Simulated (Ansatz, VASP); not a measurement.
**One calculation of TiC, two programs**

Contents of POSCAR:

```
TiC
1.0
    0.0000000000      2.1657188437      2.1657188437
    2.1657188437      0.0000000000      2.1657188437
    2.1657188437      2.1657188437      0.0000000000
Ti C
1 1
Direct
    0.0000000000      0.0000000000      0.0000000000
    0.5000000000      0.5000000000      0.5000000000
```

Contents of INCAR.step1:

```
SYSTEM = TiC
PREC     = Accurate       ! precision mode
ENCUT    = 520            ! plane-wave cutoff, eV
EDIFF    = 1E-5           ! SCF threshold, eV
ISMEAR   = -1             ! smearing method
SIGMA    = 0.05           ! smearing width, eV
LREAL    = .FALSE.        ! projectors in reciprocal space
LASPH    = .TRUE.         ! aspherical terms in the spheres
NELM     = 60             ! most SCF steps
ALGO     = Normal         ! electronic algorithm
ISIF     = 2              ! what is computed and relaxed
LWAVE    = .TRUE.         ! write WAVECAR
LCHARG   = .FALSE.        ! write CHGCAR
GGA      = PE             ! functional
NBANDS   = 15             ! bands
```

File INCAR.step2:

```
SYSTEM = TiC
PREC     = Accurate       ! precision mode
ENCUT    = 520            ! plane-wave cutoff, eV
EDIFF    = 1E-6           ! SCF threshold, eV
ISMEAR   = -1             ! smearing method
SIGMA    = 0.05           ! smearing width, eV
LREAL    = .FALSE.        ! projectors in reciprocal space
LASPH    = .TRUE.         ! aspherical terms in the spheres
NELM     = 60             ! most SCF steps
ALGO     = Normal         ! electronic algorithm
ISIF     = 2              ! what is computed and relaxed
LWAVE    = .FALSE.        ! write WAVECAR
LCHARG   = .FALSE.        ! write CHGCAR
GGA      = PE             ! functional
LHFCALC  = .TRUE.         ! exact exchange
AEXX     = 0.15           ! exact-exchange fraction
HFSCREEN = 0.2078699      ! screening, 1/A
PRECFOCK = Normal       
ISTART   = 1            
NBANDS   = 15             ! bands
```

Contents of KPOINTS:

```
Automatic mesh
0
G
  6 6 6
  0 0 0
```

File input.yaml:

```yaml
crystal:
  lattice:
    - [0.0, 2.1657188437, 2.1657188437]
    - [2.1657188437, 0.0, 2.1657188437]
    - [2.1657188437, 2.1657188437, 0.0]
  atoms:
    - { symbol: Ti, position: [0.0, 0.0, 0.0] }
    - { symbol: C, position: [0.5, 0.5, 0.5] }
hamiltonian:
  xc:
    exchange: pbe
    correlation: pbe
    exx: { coeff: 0.15, omega: 0.2078699 }
  pseudopotentials: { kind: paw }
kpoints:
  mp_grid: { grid: [6, 6, 6] }
scf:
  occupations: { method: fermi_dirac, width: 0.05 }
output:
  forces: true
  stress: true
  eigenvalues: true
```

Alike in both runs: task single point; functional PBE-based screened hybrid with a share of 0.15 of exact exchange and HFSCREEN = 0.2078699; k mesh 6 × 6 × 6; occupations fermi-dirac, width 0.05 eV; no spin polarisation.

```csv
,VASP,Ansatz
version,VASP 6.6.1,Ansatz 0.2.0
potentials or method,"VASP PAW PBE potentials, release 64 (Ti_sv, C)",Ansatz PAW
plane-wave cutoff (eV),520,420
valence electrons in the cell,16,16
```

|  | VASP | Ansatz | Ansatz less VASP |
| --- | --- | --- | --- |
| gap on the k mesh at the Fermi level (eV) | none | none | - |
| pressure (GPa) | -2.8 | -2.8 | -0.04 |

VASP's potentials were made for PBE, not for PBE-based screened hybrid. A gap of «none» marks a metal or a gap that the smearing closes.

The k mesh is coarse, so the values compare programs but aren't converged.
